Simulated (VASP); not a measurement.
# Al3H in VASP: further runs

The runs below take Al3H through single point, with PBE.

Program: VASP 6.6.1. These are calculated values, not measurements. Logs are shortened: lines on timing, memory, paths and dates and some standing lists are left out, and cuts for length are marked.

## (1) The cell of the first run

The cell holds a slab with vacuum, 4 atoms: a = 2.857 Å, b = 2.857 Å, c = 20.101 Å, α = 90.00°, β = 90.00°, γ = 120.00°.

## (2) Single point, PBE

Input file INCAR:

```
SYSTEM = Al3H
  ALGO = Normal
  DIPOL = 0.5 0.5 0.359
  EDIFF = 1E-7
  ENCUT = 520
  GGA = PE
  IDIPOL = 3
  ISIF = 2
  ISMEAR = 0
  LASPH = .True.
  LCHARG = .False.
  LDIPOL = .True.
  LREAL = .False.
  LWAVE = .False.
  NBANDS = 13
  NELM = 100
  PREC = Accurate
  SIGMA = 0.1
```

Input file KPOINTS:

```
k-points
0
Gamma
  9 9 1
  0 0 0
```

Input file POSCAR:

```
Al3H
1.0
    2.8567582918      0.0000000000      0.0000000000
   -1.4283791459      2.4740252532      0.0000000000
    0.0000000000      0.0000000000     20.1013782055
Al H
3 1
Direct
    0.6666666667      0.3333333333      0.1989913308
    0.3333333333      0.6666666667      0.3134471548
    0.0000000000      0.0000000000      0.4278999240
    0.0000000000      0.3333333333      0.4946912443
```

Potentials or basis: VASP PAW PBE potentials, release 64 (Al, H).

Launch:

```bash
$ cat potpaw_PBE.64/Al/POTCAR potpaw_PBE.64/H/POTCAR > POTCAR
$ mpirun -np 1 vasp_std > vasp.out
```

OUTCAR:

```text
SYSTEM = Al3H
   EDIFF = 1E-7
   ENCUT = 520
   GGA = PE
   ISIF = 2
   ISMEAR = 0
   LASPH = .True.
   LREAL = .False.
   NELM = 100
   PREC = Accurate

 ion  position               nearest neighbor table
   1  0.667  0.333  0.199-   2 2.83   2 2.83   2 2.83
   2  0.333  0.667  0.313-   3 2.83   3 2.83   3 2.83   1 2.83   1 2.83   1 2.83
   3  0.000  0.000  0.428-   4 1.65   2 2.83   2 2.83   2 2.83
   4  0.000  0.333  0.495-   3 1.65

  LATTYP: Found a hexagonal cell.
 ALAT       =     2.8567582918
 C/A-ratio  =     7.0364294603

  Lattice vectors:

 A1 = (   2.8567582918,   0.0000000000,   0.0000000000)
 A2 = (  -1.4283791459,   2.4740252532,   0.0000000000)
 A3 = (   0.0000000000,   0.0000000000,  20.1013782055)

Analysis of symmetry for initial positions (statically):
=====================================================================
 Subroutine PRICEL returns:
 Original cell was already a primitive cell.

 Routine SETGRP: Setting up the symmetry group for a
 hexagonal supercell.

 Subroutine GETGRP returns: Found  1 space group operations
 (whereof  1 operations were pure point group operations)
 out of a pool of 24 trial point group operations.

The static configuration has the point symmetry C_1 .

Analysis of symmetry for dynamics (positions and initial velocities):
=====================================================================
 Subroutine PRICEL returns:
 Original cell was already a primitive cell.

 Routine SETGRP: Setting up the symmetry group for a
 hexagonal supercell.

 Subroutine GETGRP returns: Found  1 space group operations
 (whereof  1 operations were pure point group operations)
 out of a pool of 24 trial point group operations.

The dynamic configuration has the point symmetry C_1 .

 Subroutine INISYM returns: Found  1 space group operations
 (whereof  1 operations are pure point group operations),
 and found     1 'primitive' translations

----------------------------------------------------------------------------------------

                                     Primitive cell

  volume of cell :     142.0704

  direct lattice vectors                    reciprocal lattice vectors
     2.856758292  0.000000000  0.000000000     0.350047116  0.202099796  0.000000000
    -1.428379146  2.474025253  0.000000000     0.000000000  0.404199593  0.000000000
     0.000000000  0.000000000 20.101378206     0.000000000  0.000000000  0.049747833

  length of vectors
     2.856758292  2.856758292 20.101378206     0.404199593  0.404199593  0.049747833

  position of ions in fractional coordinates (direct lattice)
     0.666666667  0.333333333  0.198991331
     0.333333333  0.666666667  0.313447155
     0.000000000  0.000000000  0.427899924
     0.000000000  0.333333333  0.494691244

  ion indices of the primitive-cell ions
   primitive index   ion index
                 1           1
                 2           2
                 3           3
                 4           4

----------------------------------------------------------------------------------------

 KPOINTS: k-points

Automatic generation of k-mesh.
 Grid dimensions read from file:
 generate k-points for:    9    9    1

 Generating k-lattice:

  Cartesian coordinates                     Fractional coordinates (reciprocal lattice)
     0.038894124  0.022455533  0.000000000     0.111111111  0.000000000  0.000000000
     0.000000000  0.044911066  0.000000000     0.000000000  0.111111111  0.000000000
     0.000000000  0.000000000  0.049747833     0.000000000  0.000000000  1.000000000

  Length of vectors
     0.044911066  0.044911066  0.049747833

  Shift w.r.t. Gamma in fractional coordinates (k-lattice)
     0.000000000  0.000000000  0.000000000

 Subroutine IBZKPT returns following result:
 ===========================================

 Found     41 irreducible k-points:

 Following reciprocal coordinates:
            Coordinates               Weight
  0.000000  0.000000  0.000000      1.000000
  0.111111  0.000000  0.000000      2.000000
  0.000000  0.111111  0.000000      2.000000
 -0.111111  0.111111  0.000000      2.000000
  0.222222  0.000000  0.000000      2.000000
  0.000000  0.222222  0.000000      2.000000
[... 16 lines left out ...]
  0.333333  0.111111  0.000000      2.000000
 -0.111111  0.444444  0.000000      2.000000
 [... further k-points ...]
   k-points           NKPTS =     41   k-points in BZ     NKDIM =     41   number of bands    NBANDS=     13
   number of dos      NEDOS =    301   number of ions     NIONS =      4
   total plane-waves  NPLWV =  86400
   dimension x,y,z NGX =    24 NGY =   24 NGZ =  150
   dimension x,y,z NGXF=    48 NGYF=   48 NGZF=  300
   ions per type =               3   1
   NGX,Y,Z   is equivalent  to a cutoff of  13.97, 13.97, 12.41 a.u.
   NGXF,Y,Z  is equivalent  to a cutoff of  27.93, 27.93, 24.81 a.u.
 SYSTEM =  Al3H
   PREC   = accura    normal or accurate (medium, high low for compatibility)
   ISTART =      0    job   : 0-new  1-cont  2-samecut
   ICHARG =      2    charge: 1-file 2-atom 10-const
   ISPIN  =      1    spin polarized calculation?
   LNONCOLLINEAR =      F non collinear calculations
   LSORBIT =      F    spin-orbit coupling
   LASPH  =      T    aspherical Exc in radial PAW
   ENCUT  =  520.0 eV  38.22 Ry    6.18 a.u.   5.31  5.31 37.38*2*pi/ulx,y,z
   NELM   =    100;   NELMIN=  2; NELMDL= -5     # of ELM steps
   EDIFF  = 0.1E-06   stopping-criterion for ELM
   LREAL  =      F    real-space projection
   EDIFFG = 0.1E-05   stopping-criterion for IOM
   NSW    =      0    number of steps for IOM
   IBRION =     -1    ionic relax: 0-MD 1-quasi-New 2-CG
   NFREE  =      0    steps in history (QN), initial steepest desc. (CG)
   ISIF   =      2    stress and relaxation
   ISYM   =      2    0-nonsym 1-usesym 2-fastsym
   POTIM  = 0.5000    time-step for ionic-motion
   TEBEG  =    0.0;   TEEND  =   0.0 temperature during run
   PSTRESS=    0.0 pullay stress
   NELECT =      10.0000    total number of electrons
   NUPDOWN=      -1.0000    fix difference up-down
   EMIN   =  10.00;   EMAX   =-10.00  energy-range for DOS
   EFERMI =   0.00;   METHOD = LEGACY
   ISMEAR =     0;   SIGMA  =   0.10  broadening in eV -4-tet -1-fermi 0-gaus
   EFERMI_NEDOS =   21; number of points for ismear=-14 and -15
   IALGO  =     38    algorithm
   IMIX   =      4    mixing-type and parameters
     AMIX     =   0.40;   BMIX     =  1.00
     AMIX_MAG =   1.60;   BMIX_MAG =  1.00
  volume/ion in A,a.u.               =      35.52       239.68
  Fermi-wavevector in a.u.,A,eV,Ry     =   0.675938  1.277338  6.216400  0.456892
  Thomas-Fermi vector in A             =   1.753103
   LORBIT       =      0    0 simple, 1 ext, 2 COOP (PROOUT), +10 PAW based schemes
   GGA     = PE    functional components
   LHFCALC =     F    Hartree Fock is set to
   AEXX    =    0.0000 exact exchange contribution
   IVDW    =     0    specifies the selected vdW correction
   LEPSILON=     F    determine dielectric tensor
   LRPA    =     F    only Hartree local field effects (RPA)
 non-spin polarized calculation
 Gauss-broadening in eV      SIGMA  =   0.10
  energy-cutoff  :      520.00
  volume of cell :      142.07
 maximum number of plane-waves:      3849
 NGX is ok and might be reduce to    24
   NGX = 11   NGY = 11   NGZ = 75

 dipolmoment           0.000000      0.000000     -0.024217 electrons x Angstroem

 number of electron      10.0000001 magnetization

 dipolmoment           0.000000      0.000000      0.032958 electrons x Angstroem

 Free energy of the ion-electron system (eV)
  ---------------------------------------------------
  ext. energy  EPLUGINS =         0.00000000
  ---------------------------------------------------
  free energy    TOTEN  =       -13.42062518 eV

  energy without entropy =      -13.41406516  energy(sigma->0) =      -13.41734517

 E-fermi :   0.0590     XC(G=0):  -4.6350

 val. band max:        0.0456418108   @ k =  -0.3333   0.4444   0.0000
 cond. band min:       0.1663420585   @ k =   0.1111   0.3333   0.0000
 fundamental gap:      0.1207002476
 Fermi energy:         0.0589501529

 k-point     1 :       0.0000    0.0000    0.0000
  band No.  band energies     occupation
      1     -10.7026      2.00000
      2      -9.3058      2.00000
      3      -7.0227      2.00000
      4      -4.1217      2.00000
      5      -0.5473      2.00000
      6       2.6627      0.00000
      7       4.0124      0.00000
      8       5.0417      0.00000
      9       5.4152      0.00000
     10       7.4823      0.00000
     11       7.9567      0.00000
     12      10.0164      0.00000
     13      11.1844      0.00000

 k-point     2 :       0.1111    0.0000    0.0000
  band No.  band energies     occupation
      1     -10.4069      2.00000
      2      -9.0168      2.00000
      3      -6.7441      2.00000
      4      -3.8569      2.00000
      5      -0.2967      2.00000
      6       2.9239      0.00000
      7       4.3063      0.00000
      8       5.2715      0.00000
      9       5.7018      0.00000
     10       7.2926      0.00000
     11       7.7588      0.00000
     12       8.2284      0.00000
     13       8.8080      0.00000
[... 321 lines left out ...]
 k-point    23 :       0.3333    0.1111    0.0000
  band No.  band energies     occupation
      1      -6.9284      2.00000
      2      -5.6794      2.00000
      3      -3.6908      2.00000
      4      -1.9140      2.00000
      5      -1.0622      2.00000
      6       0.2287      0.01636
      7       2.0090      0.00000
      8       3.0302      0.00000
      9       3.6866      0.00000
     10       4.8490      0.00000
     11       5.4927      0.00000
     12       6.7195      0.00000
     13       7.1860      0.00000

 k-point    24 :      -0.1111    0.4444    0.0000
  band No.  band energies     occupation
      1      -6.9263      2.00000
      2      -5.6777      2.00000
      3      -3.6683      2.00000
      4      -1.8676      2.00000
      5      -0.7460      2.00000
      6       0.1690      0.11964
      7       1.7748      0.00000
      8       3.1632      0.00000
      9       3.3245      0.00000
     10       4.6681      0.00000
     11       5.2334      0.00000
     12       6.6720      0.00000
     13       7.3640      0.00000

 [... further k-points ...]

------------------------ aborting loop because EDIFF is reached ----------------------------------------

 vacuum level on the upper side and lower side of the slab       (xc-potential included)         0.280        -0.601

  FORCE on cell =-STRESS in cart. coord.  units (eV):
  Direction    XX          YY          ZZ          XY          YZ          ZX
  --------------------------------------------------------------------------------------
  -------------------------------------------------------------------------------------
  Total        0.1179838     -0.1968047     -0.0420413     -0.2408933     -0.1159576     -0.0837934
  in kB        1.3305449     -2.2194353     -0.4741148     -2.7166384     -1.3076944     -0.9449676
  external PRESSURE =      -0.4543351 kB  Pullay stress =       0.0000000 kB

 VOLUME and BASIS-vectors are now :
 -----------------------------------------------------------------------------
  energy-cutoff  :      520.00
  volume of cell :      142.07
      direct lattice vectors                 reciprocal lattice vectors
     2.856758292  0.000000000  0.000000000     0.350047116  0.202099796  0.000000000
    -1.428379146  2.474025253  0.000000000     0.000000000  0.404199593  0.000000000
     0.000000000  0.000000000 20.101378206     0.000000000  0.000000000  0.049747833

 POSITION                                       TOTAL-FORCE (eV/Angst)
 -----------------------------------------------------------------------------------
      1.42838      0.82468      4.00000        -0.035124      0.022968     -0.138733
     -0.00000      1.64935      6.30072         0.047879      0.045855      0.290135
      0.00000      0.00000      8.60138         0.088179     -0.139887     -0.151535
     -0.47613      0.82468      9.94398        -0.100933      0.071063      0.000133
 -----------------------------------------------------------------------------------
    total drift:                                0.000031      0.000011     -0.000014

  FREE ENERGIE OF THE ION-ELECTRON SYSTEM (eV)
  ---------------------------------------------------
  free  energy   TOTEN  =       -13.4206251844 eV

  energy  without entropy=      -13.4140651635  energy(sigma->0) =      -13.41734517

 vacuum level on the upper side and lower side of the slab         4.724         3.844
```

Run time: 70 s. Hardware: 1 thread of Intel Xeon Platinum 8559C (Emerald Rapids), shared host; peak memory 0.28 GiB.

Results:

| Quantity | Value |
| --- | --- |
| Free energy | -13.4206 eV |
| Largest force | 0.298 eV/Å |
| Band gap on the k mesh | zero (band 5 reaches 1.01 eV, above the bottom of band 6 at -0.92 eV) |

Forces in eV/Å, atoms in the order of the input:
```
Al  -0.035  0.023 -0.139
Al   0.048  0.046  0.290
Al   0.088 -0.140 -0.152
H   -0.101  0.071  0.000
```

Levels at points of the mesh, in eV from the Fermi level:
```csv
k point,band 3,band 4,band 5,band 6,band 7,band 8
"(0.00, 0.00, 0.00)",-7.08,-4.18,-0.61,2.60,3.95,4.98
```

## (3) Single point, PBE

Input file INCAR:

```
SYSTEM = Al3H
ALGO = Normal
DIPOL = 0.5 0.5 0.361
EDIFF = 1E-6
ENCUT = 520
GGA = PE
IDIPOL = 3
ISIF = 2
ISMEAR = 0
LASPH = .True.
LCHARG = .False.
LDIPOL = .True.
LREAL = .False.
LWAVE = .False.
NBANDS = 13
NELM = 60
PREC = Accurate
SIGMA = 0.1
```

KPOINTS is that of step 2.

Edit POSCAR of step 2 so:

```diff
@@ -11,2 +11,2 @@
     0.0000000000      0.0000000000      0.4278999240
-    0.0000000000      0.3333333333      0.4946912443
+    0.0000000000      0.1666666667      0.5047429265
```

Potentials or basis: VASP PAW PBE potentials, release 64 (Al, H).

Launch:

```bash
$ cat potpaw_PBE.64/Al/POTCAR potpaw_PBE.64/H/POTCAR > POTCAR
$ mpirun -np 1 vasp_std > vasp.out
```

It took 67 s on 1 thread of Intel Xeon Platinum 8559C (Emerald Rapids), shared host; peak memory 0.29 GiB.

It converged, with:

- Free energy: -13.4065 eV
- Largest force: 0.238 eV/Å
- Band gap on the k mesh: zero (band 5 reaches 0.41 eV, above the bottom of band 6 at -1.17 eV)

Forces in eV/Å, atoms in the order of the input:
```
Al  -0.021  0.027 -0.172
Al   0.008  0.020  0.237
Al   0.019 -0.034 -0.060
H   -0.007 -0.014 -0.004
```

Levels at points of the mesh, in eV from the Fermi level:
| k point | band 3 | band 4 | band 5 | band 6 | band 7 | band 8 |
| --- | --- | --- | --- | --- | --- | --- |
| (0.00, 0.00, 0.00) | -6.76 | -4.10 | -0.75 | 2.53 | 4.16 | 5.44 |
